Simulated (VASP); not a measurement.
# SnGeO2 (P4mm) in VASP: further runs, part 2 of 2

VASP 6.6.1. Earlier steps stand in the parts before.

### 3 Single point, PBE (15.87 Å³/atom)

This run uses another cell than the first one, of 15.87 Å³/atom.

Input file INCAR:

```
SYSTEM = SnGeO2
PREC = Accurate ; ENCUT = 520
EDIFF = 1E-6 ; ISMEAR = 0
SIGMA = 0.02 ; LREAL = .False.
LASPH = .True. ; NELM = 100
ALGO = Normal ; ISIF = 2
LWAVE = .False. ; LCHARG = .False.
GGA = PE ; NBANDS = 28
```

Input file KPOINTS:

```
regular mesh
0
Gamma
  8 8 6
  0 0 0
```

Input file POSCAR:

```
SnGeO2
1.0
    3.7191950202      0.0000000000      0.0000000000
    0.0000000000      3.7191950202      0.0000000000
    0.0000000000      0.0000000000      4.5898817787
Sn Ge O
1 1 2
Direct
    0.5000000000      0.5000000000      0.2528209781
    0.0000000000      0.0000000000      0.7731049286
    0.0000000000      0.5000000000      0.9870365466
    0.5000000000      0.0000000000      0.9870365466
```

Potentials or basis: VASP PAW PBE potentials, release 64 (Sn_d, Ge_d, O).

On the command line:

```bash
$ cat potpaw_PBE.64/Sn_d/POTCAR potpaw_PBE.64/Ge_d/POTCAR potpaw_PBE.64/O/POTCAR > POTCAR
$ mpirun -np 1 vasp_std > vasp.out
```

Run time: 35 s. Hardware: 1 thread of Intel Xeon 6975P-C (Granite Rapids), shared host; peak memory 0.24 GiB.

Results (log left out):

```
Free energy            : -22.8892 eV
Pressure               : 2.1 GPa
Largest force          : 0.079 eV/Å
Band gap on the k mesh : 0.66 eV (least direct gap 1.86 eV)
```

Forces in eV/Å, atoms in the order of the input:
```
Sn   0.000  0.000  0.079
Ge   0.000  0.000 -0.072
O    0.000  0.000 -0.004
O    0.000  0.000 -0.004
```

Stress tensor (GPa, compression positive):
```
2.20 0.00 0.00
0.00 2.20 0.00
0.00 0.00 2.05
```

Levels at points of the mesh, in eV from the valence-band top:
| k point | band 18 | band 19 | band 20 | band 21 | band 22 | band 23 |
| --- | --- | --- | --- | --- | --- | --- |
| (0.00, 0.00, 0.00) | -2.67 | -2.67 | -0.23 | 2.70 | 5.04 | 5.27 |
| (0.50, 0.00, 0.00) | -4.26 | -2.31 | -2.17 | 3.07 | 4.36 | 5.92 |
| (0.50, 0.50, 0.00) | -1.87 | -1.80 | -1.20 | 0.66 | 0.66 | 4.85 |
| (0.00, 0.00, 0.50) | -2.69 | -2.69 | -1.51 | 1.64 | 3.36 | 3.36 |
| (0.50, 0.00, 0.50) | -4.19 | -1.28 | -1.12 | 2.90 | 3.86 | 5.62 |
| (0.50, 0.50, 0.50) | -2.32 | -2.07 | -1.80 | 3.17 | 3.17 | 4.86 |

Caveat: spin-orbit coupling is left out, which moves the levels of the heavy elements. A k mesh can miss the band edges.

### 4 Single point, PBE (16.38 Å³/atom)

This run uses another cell than the first one, of 16.38 Å³/atom.

Input file INCAR:

```
SYSTEM = SnGeO2
PREC = Accurate ; ENCUT = 520
EDIFF = 1E-6 ; ISMEAR = 0
SIGMA = 0.02 ; LREAL = .FALSE.
LASPH = .TRUE. ; NELM = 60
ALGO = Normal ; ISIF = 2
LWAVE = .FALSE. ; LCHARG = .FALSE.
GGA = PE ; NBANDS = 28
```

Input file KPOINTS:

```
regular mesh
0
G
  8 8 6
  0 0 0
```

Input file POSCAR:

```
SnGeO2
1.0
    3.7338707731      0.0000000000      0.0000000000
    0.0000000000      3.7338707731      0.0000000000
    0.0000000000      0.0000000000      4.6992085266
Sn Ge O
1 1 2
Direct
    0.5000000000      0.5000000000      0.2465478921
    0.0000000000      0.0000000000      0.7780417807
    0.0000000000      0.5000000000      0.9877046636
    0.5000000000      0.0000000000      0.9877046636
```

On the command line:

```bash
$ cat potpaw_PBE.64/Sn_d/POTCAR potpaw_PBE.64/Ge_d/POTCAR potpaw_PBE.64/O/POTCAR > POTCAR
$ mpirun -np 1 vasp_std > vasp.out
```

Run time: 34 s. Hardware: 1 thread of Intel Xeon 6975P-C (Granite Rapids), shared host; peak memory 0.24 GiB.

It converged, with:

```yaml
Free_energy: -22.9067 eV
Pressure: 1.1 GPa
Largest_force: 0.080 eV/Å
Band_gap_on_the_k_mesh: 0.83 eV (least direct gap 2.04 eV)
```

Forces on the atoms (eV/Å):
```
Sn   0.000  0.000  0.080
Ge   0.000  0.000 -0.072
O    0.000  0.000 -0.004
O    0.000  0.000 -0.004
```

Stress tensor (GPa, compression positive):
```
1.13 0.00 0.00
0.00 1.13 0.00
0.00 0.00 1.01
```

Levels at points of the mesh, in eV from the valence-band top:
```csv
k point,band 18,band 19,band 20,band 21,band 22,band 23
"(0.00, 0.00, 0.00)",-2.63,-2.63,-0.22,2.57,4.78,5.38
"(0.50, 0.00, 0.00)",-4.20,-2.19,-2.08,2.98,4.24,5.75
"(0.50, 0.50, 0.00)",-1.85,-1.77,-1.21,0.83,0.83,4.83
"(0.00, 0.00, 0.50)",-2.64,-2.64,-1.49,1.60,3.52,3.52
"(0.50, 0.00, 0.50)",-4.14,-1.24,-1.10,2.80,3.73,5.70
"(0.50, 0.50, 0.50)",-2.18,-2.02,-1.77,3.23,3.23,4.65
```

Caveat: spin-orbit coupling is left out, which moves the levels of the heavy elements. A k mesh can miss the band edges.

### 5 Single point, PBE

Input file INCAR:

```
SYSTEM = SnGeO2
ALGO     = Normal         ! electronic algorithm
EDIFF    = 1E-6           ! SCF threshold, eV
ENCUT    = 520            ! plane-wave cutoff, eV
GGA      = PE             ! functional
ISIF     = 2              ! what is computed and relaxed
ISMEAR   = 0              ! smearing method
LASPH    = .TRUE.         ! aspherical terms in the spheres
LCHARG   = .FALSE.        ! write CHGCAR
LREAL    = .FALSE.        ! projectors in reciprocal space
LWAVE    = .FALSE.        ! write WAVECAR
NBANDS   = 28             ! bands
NELM     = 60             ! most SCF steps
PREC     = Accurate       ! precision mode
SIGMA    = 0.02           ! smearing width, eV
```

Input file KPOINTS:

```
k-points
0
G
  8 8 6
  0 0 0
```

Input file POSCAR:

```
SnGeO2
1.0
    3.7482967000      0.0000000000      0.0000000000
    0.0000000000      3.7482967000      0.0000000000
    0.0000000000      0.0000000000      4.8073266000
Sn Ge O
1 1 2
Direct
    0.5000000000      0.5000000000      0.2405360000
    0.0000000000      0.0000000000      0.7829190000
    0.0000000000      0.5000000000      0.9882720000
    0.5000000000      0.0000000000      0.9882720000
```

On the command line:

```bash
$ cat potpaw_PBE.64/Sn_d/POTCAR potpaw_PBE.64/Ge_d/POTCAR potpaw_PBE.64/O/POTCAR > POTCAR
$ mpirun -np 1 vasp_std > vasp.out
```

It took 34 s on 1 thread of Intel Xeon 6975P-C (Granite Rapids), shared host; peak memory 0.25 GiB.

Results (log left out):

```
Free energy            : -22.9126 eV
Pressure               : 0.2 GPa
Largest force          : 0.074 eV/Å
Band gap on the k mesh : 1.00 eV (least direct gap 2.21 eV)
```

Forces on the atoms (eV/Å):
```
Sn   0.000  0.000  0.074
Ge   0.000  0.000 -0.072
O    0.000  0.000 -0.001
O    0.000  0.000 -0.001
```

Levels at points of the mesh, in eV from the valence-band top:
| k point | band 17 | band 18 | band 19 | band 20 | band 21 | band 22 | band 23 | band 24 |
| --- | --- | --- | --- | --- | --- | --- | --- | --- |
| (0.00, 0.00, 0.00) | -2.91 | -2.58 | -2.58 | -0.21 | 2.45 | 4.55 | 5.50 | 5.50 |
| (0.50, 0.00, 0.00) | -4.40 | -4.13 | -2.07 | -1.98 | 2.91 | 4.14 | 5.60 | 6.16 |
| (0.50, 0.50, 0.00) | -1.98 | -1.81 | -1.73 | -1.21 | 1.00 | 1.00 | 4.83 | 5.32 |
| (0.00, 0.00, 0.50) | -2.98 | -2.60 | -2.60 | -1.45 | 1.57 | 3.68 | 3.68 | 4.20 |
| (0.50, 0.00, 0.50) | -4.75 | -4.09 | -1.21 | -1.08 | 2.72 | 3.63 | 5.77 | 6.18 |
| (0.50, 0.50, 0.50) | -2.43 | -2.05 | -1.98 | -1.73 | 3.31 | 3.31 | 4.47 | 4.47 |

Caveat: spin-orbit coupling is left out, which moves the levels of the heavy elements. A k mesh can miss the band edges.

### 6 Single point, PBE

Input file INCAR:

```
PREC = Accurate
ENCUT = 520
EDIFF = 1E-6
ISMEAR = 0
SIGMA = 0.02
LREAL = F
LASPH = T
NELM = 100
ALGO = Normal
ISIF = 2
LWAVE = F
LCHARG = F
GGA = PE
NBANDS = 28
```

Input file KPOINTS:

```
regular mesh
0
Gamma
  8 8 6
```

POSCAR is that of step 5.

Potentials or basis: VASP PAW PBE potentials, release 64 (Sn_d, Ge_d, O).

On the command line:

```bash
$ cat potpaw_PBE.64/Sn_d/POTCAR potpaw_PBE.64/Ge_d/POTCAR potpaw_PBE.64/O/POTCAR > POTCAR
$ mpirun -np 1 vasp_std > vasp.out
```

Wall time 34 s (1 thread of Intel Xeon 6975P-C (Granite Rapids), shared host); peak memory 0.25 GiB.

The run converged. Its results:

* Free energy: -22.9126 eV
* Pressure: 0.2 GPa
* Largest force: 0.074 eV/Å
* Band gap on the k mesh: 1.00 eV (least direct gap 2.21 eV)

Forces on the atoms (eV/Å):
```
Sn   0.000  0.000  0.074
Ge   0.000  0.000 -0.072
O    0.000  0.000 -0.001
O    0.000  0.000 -0.001
```

Levels at points of the mesh, in eV from the valence-band top:
| k point | band 16 | band 17 | band 18 | band 19 | band 20 | band 21 | band 22 | band 23 | band 24 | band 25 |
| --- | --- | --- | --- | --- | --- | --- | --- | --- | --- | --- |
| (0.00, 0.00, 0.00) | -5.97 | -2.91 | -2.58 | -2.58 | -0.21 | 2.45 | 4.55 | 5.50 | 5.50 | 5.95 |
| (0.50, 0.00, 0.00) | -4.57 | -4.40 | -4.13 | -2.07 | -1.98 | 2.91 | 4.14 | 5.60 | 6.16 | 6.70 |
| (0.50, 0.50, 0.00) | -4.57 | -1.98 | -1.81 | -1.73 | -1.21 | 1.00 | 1.00 | 4.83 | 5.32 | 7.49 |
| (0.00, 0.00, 0.50) | -3.30 | -2.98 | -2.60 | -2.60 | -1.45 | 1.57 | 3.68 | 3.68 | 4.20 | 8.36 |
| (0.50, 0.00, 0.50) | -4.75 | -4.75 | -4.09 | -1.21 | -1.08 | 2.72 | 3.63 | 5.77 | 6.18 | 6.21 |
| (0.50, 0.50, 0.50) | -4.97 | -2.43 | -2.05 | -1.98 | -1.73 | 3.31 | 3.31 | 4.47 | 4.47 | 5.76 |

Caveat: spin-orbit coupling is left out, which moves the levels of the heavy elements. A k mesh can miss the band edges.

### 7 The runs side by side

```tsv
cell	k mesh	smearing	gap on the mesh (eV)	pressure (GPa)	largest force (eV/Å)
a = 3.748, b = 3.748, c = 4.807 Å, 4 atoms, atomic positions A	4 × 4 × 4	gaussian 0.1 eV	1.17	0.3	0.08
a = 3.719, b = 3.719, c = 4.590 Å, 4 atoms, atomic positions B	8 × 8 × 6	gaussian 0.02 eV	0.66	2.1	0.08
a = 3.734, b = 3.734, c = 4.699 Å, 4 atoms, atomic positions C	8 × 8 × 6	gaussian 0.02 eV	0.83	1.1	0.08
a = 3.748, b = 3.748, c = 4.807 Å, 4 atoms, atomic positions A	8 × 8 × 6	gaussian 0.02 eV	1.00	0.2	0.07
```

Alike in all rows: task single point; level PBE; potentials or basis VASP PAW PBE potentials, release 64 (Sn_d, Ge_d, O); no spin polarisation; cutoff (eV) 520.

Caveats: spin-orbit coupling is left out, which moves the levels of the heavy elements.

Total energies depend on the potentials used, so only differences within one code and one set of settings carry meaning.
